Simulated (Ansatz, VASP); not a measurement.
One calculation of CdPd, two programs

File INCAR:

```
SYSTEM = CdPd
PREC = Accurate
ENCUT = 520
EDIFF = 1E-8
ISMEAR = -1
SIGMA = 0.15
LREAL = .False.
LASPH = .True.
NELM = 60
ALGO = Fast
ISIF = 2
LWAVE = .False.
LCHARG = .False.
LEFG = .True.
NBANDS = 18
```

Contents of KPOINTS:

```
regular mesh
0
Gamma
  14 14 12
  0 0 0
```

The input POSCAR:

```
CdPd
1.0
    2.9688783375      0.0000000000      0.0000000000
    0.0000000000      2.9688783375      0.0000000000
    0.0000000000      0.0000000000      3.6136401709
Cd Pd
1 1
Direct
    0.0000000000      0.0000000000      0.0000000000
    0.5000000000      0.5000000000      0.5000000000
```

Input for Ansatz:

```yaml
crystal:
  lattice:
    - [2.9688783375, 0.0, 0.0]
    - [0.0, 2.9688783375, 0.0]
    - [0.0, 0.0, 3.6136401709]
  atoms:
    - { symbol: Cd, position: [0.0, 0.0, 0.0] }
    - { symbol: Pd, position: [0.5, 0.5, 0.5] }
basis:
  ecutwfc: 420
kpoints:
  mp_grid: { grid: [14, 14, 12] }
hamiltonian:
  xc: lda
scf:
  occupations: { method: fermi_dirac, width: 0.15 }
output:
  forces: true
  stress: true
  eigenvalues: true
  efg: {}
checkpoint:
  read: start.run
  write: ck
  compress: false
  write_wavefunctions: false
  write_every: 100000
```

Alike in both runs: task electric field gradients; functional LDA; k mesh 14 × 14 × 12; occupations fermi-dirac, width 0.15 eV; no spin polarisation.

|  | VASP | Ansatz |
| --- | --- | --- |
| version | VASP 6.6.1 | Ansatz 0.2.0 |
| potentials or method | VASP PAW LDA potentials, release 64 (Cd, Pd), cutoff 520 eV | scalar-relativistic, plane waves, PAW |
| valence electrons in the cell | 22 | 38 |

Ansatz gave:

| Property | Result |
| --- | --- |
| gap on the k mesh at the Fermi level (eV) | none |
| pressure (GPa) | 0.0 |
| traceless stress, the component that is largest in VASP (GPa) | 0.00 |
| size of Vzz on the site where it differs most (V/Å²) | 40.8 |

Question: What did VASP give for the same quantities?

Answer: gap on the k mesh at the Fermi level (eV): none; pressure (GPa): 1.6; traceless stress, the component that is largest in VASP (GPa): 0.10; size of Vzz on the site where it differs most (V/Å²): 32.3.

LDA's correlation is that of Perdew and Zunger in VASP and of Perdew and Wang (1992) in Ansatz. A gap of «none» marks a metal or a gap that the smearing closes. VASP's potentials hold 22 valence electrons a cell and Ansatz's 38, so a difference there can come from the potentials and not from the codes.
